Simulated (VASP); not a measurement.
# Ga (C2/c) in VASP: notebook

Ga is run at these levels: PBEsol; tasks: single point.

All numbers are computed with VASP 6.6.1; they aren't measurements. Logs are shortened: lines on timing, memory, paths and dates and some standing lists are left out, and cuts for length are marked.

**1. The cell of the first run**

Symmetry: C2/c, No. 15, monoclinic system. The conventional cell has a = 2.766 Å, b = 8.053 Å, c = 3.299 Å, α = 90.00°, β = 92.04°, γ = 90.00°. Within 3.5 Å of Ga (site symmetry 2) lie 10 Ga at 2.68 to 3.30 Å.

**2. Single point, PBEsol (zz strain of -1 %)**

The input, INCAR:

```
  PREC = Accurate
  ENCUT = 520
  EDIFF = 1E-6
  ISMEAR = -1
  SIGMA = 0.03
  LREAL = F
  LASPH = T
  NELM = 80
  ALGO = Normal
  ISIF = 2
  LWAVE = F
  LCHARG = F
  GGA = PS
  NBANDS = 20
```

The input, KPOINTS:

```
regular mesh
0
Gamma
  14 14 11
```

The input, POSCAR:

```
Ga
1.0
    1.3830000000     -4.0265000000      0.0000000000
    1.3830000000      4.0265000000      0.0000000000
   -0.1174500000      0.0000000000      3.2966307000
Ga
2
Direct
    0.8690000000      0.1310000000      0.2500000000
    0.1310000000      0.8690000000      0.7500000000
```

Potentials or basis: VASP PAW PBE potentials, release 64 (Ga_d).

Launch:

```sh
> cat potpaw_PBE.64/Ga_d/POTCAR > POTCAR
> mpirun -np 1 vasp_std > vasp.out
```

OUTCAR:

```text
PREC = Accurate
   ENCUT = 520
   EDIFF = 1E-6
   ISMEAR = -1
   LREAL = F
   LASPH = T
   NELM = 80
   ISIF = 2
   GGA = PS

 ion  position               nearest neighbor table
   1  0.869  0.131  0.250-   2 2.68   2 2.68   2 2.85   2 2.85   2 2.91   2 2.91
   2  0.131  0.869  0.750-   1 2.68   1 2.68   1 2.85   1 2.85   1 2.91   1 2.91

  LATTYP: Found a base centered monoclinic cell.
 ALAT       =     2.7660000000
 B/A-ratio  =     2.9114244396
 C/A-ratio  =     1.1925966192
 COS(beta)  =    -0.0356046951

  Lattice vectors:

 A1 = (   1.3830000000,  -4.0265000000,   0.0000000000)
 A2 = (   1.3830000000,   4.0265000000,   0.0000000000)
 A3 = (  -0.1174500000,   0.0000000000,   3.2966307000)

Analysis of symmetry for initial positions (statically):
=====================================================================
 Subroutine PRICEL returns:
 Original cell was already a primitive cell.

 Routine SETGRP: Setting up the symmetry group for a
 base centered monoclinic supercell.

 Subroutine GETGRP returns: Found  4 space group operations
 (whereof  2 operations were pure point group operations)
 out of a pool of  4 trial point group operations.

The static configuration has the point symmetry S_2 .
 The point group associated with its full space group is C_2h.

Analysis of symmetry for dynamics (positions and initial velocities):
=====================================================================
 Subroutine PRICEL returns:
 Original cell was already a primitive cell.

 Routine SETGRP: Setting up the symmetry group for a
 base centered monoclinic supercell.

 Subroutine GETGRP returns: Found  4 space group operations
 (whereof  2 operations were pure point group operations)
 out of a pool of  4 trial point group operations.

The dynamic configuration has the point symmetry S_2 .
 The point group associated with its full space group is C_2h.

 Subroutine INISYM returns: Found  4 space group operations
 (whereof  2 operations are pure point group operations),
 and found     1 'primitive' translations

----------------------------------------------------------------------------------------

                                     Primitive cell

  volume of cell :      36.7156

  direct lattice vectors                    reciprocal lattice vectors
     1.383000000 -4.026500000  0.000000000     0.361532899 -0.124177325  0.012880435
     1.383000000  4.026500000  0.000000000     0.361532899  0.124177325  0.012880435
    -0.117450000  0.000000000  3.296630700     0.000000000  0.000000000  0.303340013

  length of vectors
     4.257392541  4.257392541  3.298722249     0.382481308  0.382481308  0.303340013

  position of ions in fractional coordinates (direct lattice)
     0.869000000  0.131000000  0.250000000
     0.131000000  0.869000000  0.750000000

  ion indices of the primitive-cell ions
   primitive index   ion index
                 1           1
                 2           2

----------------------------------------------------------------------------------------

 KPOINTS: regular mesh

Automatic generation of k-mesh.
 Grid dimensions read from file:
 generate k-points for:   14   14   11

 Generating k-lattice:

  Cartesian coordinates                     Fractional coordinates (reciprocal lattice)
     0.025823779 -0.008869809  0.000920031     0.071428571  0.000000000 -0.000000000
     0.025823779  0.008869809  0.000920031     0.000000000  0.071428571 -0.000000000
     0.000000000  0.000000000  0.027576365     0.000000000  0.000000000  0.090909091

  Length of vectors
     0.027320093  0.027320093  0.027576365

  Shift w.r.t. Gamma in fractional coordinates (k-lattice)
     0.000000000  0.000000000  0.000000000

 Subroutine IBZKPT returns following result:
 ===========================================

 Found    582 irreducible k-points:

 Following reciprocal coordinates:
            Coordinates               Weight
  0.000000  0.000000  0.000000      1.000000
  0.071429 -0.000000  0.000000      4.000000
  0.142857 -0.000000 -0.000000      4.000000
  0.214286 -0.000000  0.000000      4.000000
  0.285714 -0.000000  0.000000      4.000000
  0.357143  0.000000  0.000000      4.000000
[... 16 lines left out ...]
  0.214286  0.142857  0.000000      4.000000
  0.285714  0.142857  0.000000      4.000000
 [... further k-points ...]
   k-points           NKPTS =    582   k-points in BZ     NKDIM =    582   number of bands    NBANDS=     20
   number of dos      NEDOS =    301   number of ions     NIONS =      2
   total plane-waves  NPLWV =  28672
   dimension x,y,z NGX =    32 NGY =   32 NGZ =   28
   dimension x,y,z NGXF=    64 NGYF=   64 NGZF=   56
   ions per type =               2
   NGX,Y,Z   is equivalent  to a cutoff of  12.50, 12.50, 14.11 a.u.
   NGXF,Y,Z  is equivalent  to a cutoff of  24.99, 24.99, 28.22 a.u.
 SYSTEM =  unknown system
   PREC   = accura    normal or accurate (medium, high low for compatibility)
   ISTART =      0    job   : 0-new  1-cont  2-samecut
   ICHARG =      2    charge: 1-file 2-atom 10-const
   ISPIN  =      1    spin polarized calculation?
   LNONCOLLINEAR =      F non collinear calculations
   LSORBIT =      F    spin-orbit coupling
   LASPH  =      T    aspherical Exc in radial PAW
   ENCUT  =  520.0 eV  38.22 Ry    6.18 a.u.   7.92  7.92  6.13*2*pi/ulx,y,z
   NELM   =     80;   NELMIN=  2; NELMDL= -5     # of ELM steps
   EDIFF  = 0.1E-05   stopping-criterion for ELM
   LREAL  =      F    real-space projection
   EDIFFG = 0.1E-04   stopping-criterion for IOM
   NSW    =      0    number of steps for IOM
   IBRION =     -1    ionic relax: 0-MD 1-quasi-New 2-CG
   NFREE  =      0    steps in history (QN), initial steepest desc. (CG)
   ISIF   =      2    stress and relaxation
   ISYM   =      2    0-nonsym 1-usesym 2-fastsym
   POTIM  = 0.5000    time-step for ionic-motion
   TEBEG  =    0.0;   TEEND  =   0.0 temperature during run
   PSTRESS=    0.0 pullay stress
   NELECT =      26.0000    total number of electrons
   NUPDOWN=      -1.0000    fix difference up-down
   EMIN   =  10.00;   EMAX   =-10.00  energy-range for DOS
   EFERMI =   0.00;   METHOD = LEGACY
   ISMEAR =    -1;   SIGMA  =   0.03  broadening in eV -4-tet -1-fermi 0-gaus
   EFERMI_NEDOS =   21; number of points for ismear=-14 and -15
   IALGO  =     38    algorithm
   IMIX   =      4    mixing-type and parameters
     AMIX     =   0.40;   BMIX     =  1.00
     AMIX_MAG =   1.60;   BMIX_MAG =  1.00
  volume/ion in A,a.u.               =      18.36       123.88
  Fermi-wavevector in a.u.,A,eV,Ry     =   1.459204  2.757495 28.970547  2.129275
  Thomas-Fermi vector in A             =   2.575798
   LORBIT       =      0    0 simple, 1 ext, 2 COOP (PROOUT), +10 PAW based schemes
   GGA     = PS    functional components
   LHFCALC =     F    Hartree Fock is set to
   AEXX    =    0.0000 exact exchange contribution
   IVDW    =     0    specifies the selected vdW correction
   LEPSILON=     F    determine dielectric tensor
   LRPA    =     F    only Hartree local field effects (RPA)
 non-spin polarized calculation
  energy-cutoff  :      520.00
  volume of cell :       36.72
 maximum number of plane-waves:      1006
   NGX = 15   NGY = 15   NGZ = 13

 number of electron      25.9999998 magnetization

 Free energy of the ion-electron system (eV)
  ---------------------------------------------------
  ext. energy  EPLUGINS =         0.00000000
  ---------------------------------------------------
  free energy    TOTEN  =        -6.67693407 eV

  energy without entropy =       -6.67515496  energy(sigma->0) =       -6.67604451

 E-fermi :   5.6069     XC(G=0): -11.2486

 val. band max:        5.6041648996   @ k =  -0.1429  -0.2143   0.2727
 cond. band min:       5.6138718039   @ k =  -0.2143   0.5000   0.3636
 fundamental gap:      0.0097069043
 Fermi energy:         5.6069253960

 k-point     1 :       0.0000    0.0000    0.0000
  band No.  band energies     occupation
      1      -9.5125      2.00000
      2      -9.5067      2.00000
      3      -9.4648      2.00000
      4      -9.4428      2.00000
      5      -9.1637      2.00000
      6      -9.1617      2.00000
[... 12 lines left out ...]
     19      16.4744      0.00000
     20      18.6729      0.00000

 k-point     2 :       0.0714   -0.0000    0.0000
  band No.  band energies     occupation
      1      -9.5083      2.00000
      2      -9.4984      2.00000
      3      -9.4544      2.00000
      4      -9.4217      2.00000
      5      -9.1733      2.00000
      6      -9.1709      2.00000
[... 12 lines left out ...]
     19      16.7988      0.00000
     20      19.5561      0.00000

 k-point     3 :       0.1429   -0.0000   -0.0000
  band No.  band energies     occupation
      1      -9.4966      2.00000
      2      -9.4777      2.00000
      3      -9.4235      2.00000
      4      -9.3651      2.00000
      5      -9.2012      2.00000
      6      -9.1970      2.00000
[... 12 lines left out ...]
     19      16.9523      0.00000
     20      20.1729      0.00000

 k-point     4 :       0.2143   -0.0000    0.0000
  band No.  band energies     occupation
      1      -9.4801      2.00000
      2      -9.4518      2.00000
      3      -9.3797      2.00000
      4      -9.3031      2.00000
      5      -9.2377      2.00000
      6      -9.2225      2.00000
[... 12 lines left out ...]
     19      17.1093      0.00000
     20      20.9445      0.00000

 k-point     5 :       0.2857   -0.0000    0.0000
  band No.  band energies     occupation
      1      -9.4631      2.00000
      2      -9.4267      2.00000
      3      -9.3453      2.00000
      4      -9.3130      2.00000
      5      -9.2822      2.00000
      6      -9.1948      2.00000
[... 12 lines left out ...]
     19      17.2904      0.00000
     20      19.6914      0.00000
[... 353 lines left out ...]
      6      -9.1667      2.00000
[... 12 lines left out ...]
     19      16.3876      0.00000
     20      18.1001      0.00000

 k-point    22 :       0.1429    0.1429   -0.0000
  band No.  band energies     occupation
      1      -9.4796      2.00000
      2      -9.4363      2.00000
      3      -9.3499      2.00000
      4      -9.2749      2.00000
      5      -9.2511      2.00000
      6      -9.2270      2.00000
[... 12 lines left out ...]
     19      18.0608      0.00000
     20      20.4765      0.00000

 k-point    23 :       0.2143    0.1429    0.0000
  band No.  band energies     occupation
      1      -9.4700      2.00000
      2      -9.4130      2.00000
      3      -9.3774      2.00000
      4      -9.2838      2.00000
      5      -9.2777      2.00000
      6      -9.2446      2.00000
[... 12 lines left out ...]
     19      18.0425      0.00000
     20      19.4330      0.00000

 k-point    24 :       0.2857    0.1429    0.0000
  band No.  band energies     occupation
      1      -9.4618      2.00000
      2      -9.4166      2.00000
      3      -9.3824      2.00000
      4      -9.3132      2.00000
      5      -9.2849      2.00000
      6      -9.2457      2.00000
[... 12 lines left out ...]
     19      17.1405      0.00000
     20      18.1725      0.00000

 [... further k-points ...]
[... 5 lines left out ...]
  --------------------------------------------------------------------------------------
  -------------------------------------------------------------------------------------
  Total       -0.2970297     -0.3381246     -0.3007047      0.0000000      0.0000000     -0.0112506
  in kB      -12.9616510    -14.7549326    -13.1220160      0.0000000      0.0000000     -0.4909499
  external PRESSURE =     -13.6128665 kB  Pullay stress =       0.0000000 kB

 VOLUME and BASIS-vectors are now :
 -----------------------------------------------------------------------------
  energy-cutoff  :      520.00
  volume of cell :       36.72
      direct lattice vectors                 reciprocal lattice vectors
     1.383000000 -4.026500000  0.000000000     0.361532899 -0.124177325  0.012880435
     1.383000000  4.026500000  0.000000000     0.361532899  0.124177325  0.012880435
    -0.117450000  0.000000000  3.296630700     0.000000000  0.000000000  0.303340013

 POSITION                                       TOTAL-FORCE (eV/Angst)
 -----------------------------------------------------------------------------------
      1.35364     -2.97156      0.82416        -0.000000      0.195397     -0.000000
      1.29491      2.97156      2.47247         0.000000     -0.195397      0.000000
 -----------------------------------------------------------------------------------
    total drift:                                0.000000      0.000000     -0.000000

  FREE ENERGIE OF THE ION-ELECTRON SYSTEM (eV)
  ---------------------------------------------------
  free  energy   TOTEN  =        -6.6769340687 eV

  energy  without entropy=       -6.6751549604  energy(sigma->0) =       -6.67604451
```

It took 2.4 min on 1 thread of Intel Xeon 6975P-C (Granite Rapids), shared host; peak memory 0.43 GiB.

What came out:

* Free energy: -6.6769 eV
* Pressure: -1.4 GPa
* Largest force: 0.195 eV/Å
* Band gap on the k mesh: zero (band 13 reaches 9.76 eV, above the bottom of band 14 at 1.58 eV)

Forces on the atoms (eV/Å):
```
Ga   0.000  0.195  0.000
Ga   0.000 -0.195  0.000
```

Stress tensor (GPa, compression positive):
```
-1.30  0.00 -0.05
 0.00 -1.48  0.00
-0.05  0.00 -1.31
```

Levels at points of the mesh, in eV from the Fermi level:
| k point | band 9 | band 10 | band 11 | band 12 | band 13 | band 14 | band 15 | band 16 | band 17 | band 18 |
| --- | --- | --- | --- | --- | --- | --- | --- | --- | --- | --- |
| (0.00, 0.00, 0.00) | -14.72 | -14.58 | -11.33 | -2.19 | -1.64 | 1.78 | 5.58 | 9.60 | 10.27 | 10.41 |
| (0.50, 0.00, 0.00) | -14.64 | -14.60 | -6.14 | -5.12 | -1.43 | -0.06 | 5.90 | 6.65 | 8.61 | 9.36 |
| (0.50, 0.50, 0.00) | -14.69 | -14.64 | -9.19 | -8.69 | 4.15 | 4.73 | 6.01 | 6.23 | 7.45 | 10.87 |

Caveat: the cell differs from its parent crystal (zz strain of -1 %); the PAW data sets were made with another functional, which shifts forces and pressure a little.

**3. Single point, PBEsol (zz strain of +2 %)**

The input, INCAR:

```
SYSTEM = Ga
PREC = Accurate ; ENCUT = 520
EDIFF = 1E-6 ; ISMEAR = -1
SIGMA = 0.03 ; LREAL = .False.
LASPH = .True. ; NELM = 80
ALGO = Normal ; ISIF = 2
LWAVE = .False. ; LCHARG = .False.
GGA = PS ; NBANDS = 20
```

The input, KPOINTS:

```
regular mesh
0
Gamma
  14 14 11
  0 0 0
```

Changes to POSCAR since step 2:

```diff
@@ -4,3 +4,3 @@
     1.3830000000      4.0265000000      0.0000000000
-   -0.1174500000      0.0000000000      3.2966307000
+   -0.1174500000      0.0000000000      3.3965286000
 Ga
```

Potentials or basis: VASP PAW PBE potentials, release 64 (Ga_d).

Launch:

```sh
> cat potpaw_PBE.64/Ga_d/POTCAR > POTCAR
> mpirun -np 1 vasp_std > vasp.out
```

OUTCAR:

```text
SYSTEM = Ga
   PREC = Accurate
   ENCUT = 520
   EDIFF = 1E-6
   ISMEAR = -1
   LREAL = .False.
   LASPH = .True.
   NELM = 80
   ISIF = 2
   GGA = PS

 ion  position               nearest neighbor table
   1  0.869  0.131  0.250-   2 2.71   2 2.71   2 2.88   2 2.88
   2  0.131  0.869  0.750-   1 2.71   1 2.71   1 2.88   1 2.88

  LATTYP: Found a base centered monoclinic cell.
 ALAT       =     2.7660000000
 B/A-ratio  =     2.9114244396
 C/A-ratio  =     1.2286907700
 COS(beta)  =    -0.0345587678

  Lattice vectors:

 A1 = (   1.3830000000,  -4.0265000000,   0.0000000000)
 A2 = (   1.3830000000,   4.0265000000,   0.0000000000)
 A3 = (  -0.1174500000,   0.0000000000,   3.3965286000)

Analysis of symmetry for initial positions (statically):
=====================================================================
 Subroutine PRICEL returns:
 Original cell was already a primitive cell.

 Routine SETGRP: Setting up the symmetry group for a
 base centered monoclinic supercell.
[... 153 lines left out ...]
  energy-cutoff  :      520.00
  volume of cell :       37.83
 maximum number of plane-waves:      1044
   NGX = 15   NGY = 15   NGZ = 13

 number of electron      26.0000001 magnetization

 Free energy of the ion-electron system (eV)
  ---------------------------------------------------
  ext. energy  EPLUGINS =         0.00000000
  ---------------------------------------------------
  free energy    TOTEN  =        -6.66107341 eV

  energy without entropy =       -6.65907758  energy(sigma->0) =       -6.66007550

 E-fermi :   5.3105     XC(G=0): -11.0970

 val. band max:        5.3088561538   @ k =  -0.4286   0.1429  -0.0000
 cond. band min:       5.3116025873   @ k =  -0.3571   0.2143   0.3636
 fundamental gap:      0.0027464335
 Fermi energy:         5.3104679196

 k-point     1 :       0.0000    0.0000    0.0000
  band No.  band energies     occupation
      1      -9.7647      2.00000
      2      -9.7502      2.00000
      3      -9.7241      2.00000
      4      -9.6977      2.00000
      5      -9.4266      2.00000
      6      -9.4232      2.00000
[... 541 lines left out ...]
     19      16.2898      0.00000
     20      17.3259      0.00000

 [... further k-points ...]
[... 5 lines left out ...]
  --------------------------------------------------------------------------------------
  -------------------------------------------------------------------------------------
  Total       -0.6129237     -0.5472156     -0.8420928      0.0000000      0.0000000      0.0225329
  in kB      -25.9598318    -23.1768242    -35.6660793      0.0000000      0.0000000      0.9543594
  external PRESSURE =     -28.2675785 kB  Pullay stress =       0.0000000 kB

 VOLUME and BASIS-vectors are now :
 -----------------------------------------------------------------------------
  energy-cutoff  :      520.00
  volume of cell :       37.83
      direct lattice vectors                 reciprocal lattice vectors
     1.383000000 -4.026500000  0.000000000     0.361532899 -0.124177325  0.012501599
     1.383000000  4.026500000  0.000000000     0.361532899  0.124177325  0.012501599
    -0.117450000  0.000000000  3.396528600     0.000000000  0.000000000  0.294418248

 POSITION                                       TOTAL-FORCE (eV/Angst)
 -----------------------------------------------------------------------------------
      1.35364     -2.97156      0.84913         0.000000      0.148594     -0.000000
      1.29491      2.97156      2.54740        -0.000000     -0.148594      0.000000
 -----------------------------------------------------------------------------------
    total drift:                                0.000000      0.000000     -0.000000

  FREE ENERGIE OF THE ION-ELECTRON SYSTEM (eV)
  ---------------------------------------------------
  free  energy   TOTEN  =        -6.6610734107 eV

  energy  without entropy=       -6.6590775816  energy(sigma->0) =       -6.66007550
```

Wall time 4.3 min (1 thread of Intel Xeon Platinum 8375C at 2.90GHz (Ice Lake), shared host); peak memory 0.45 GiB.

Results:

```yaml
Free_energy: -6.6611 eV
Pressure: -2.8 GPa
Largest_force: 0.149 eV/Å
Band_gap_on_the_k_mesh: zero (band 13 reaches 9.20 eV, above the bottom of band 14 at 1.35 eV)
```

Forces in eV/Å, atoms in the order of the input:
```
Ga   0.000  0.149  0.000
Ga   0.000 -0.149  0.000
```

Caveat: the cell differs from its parent crystal (zz strain of +2 %); the PAW data sets were made with another functional, which shifts forces and pressure a little.

(Part 1 of 2 ends here.)
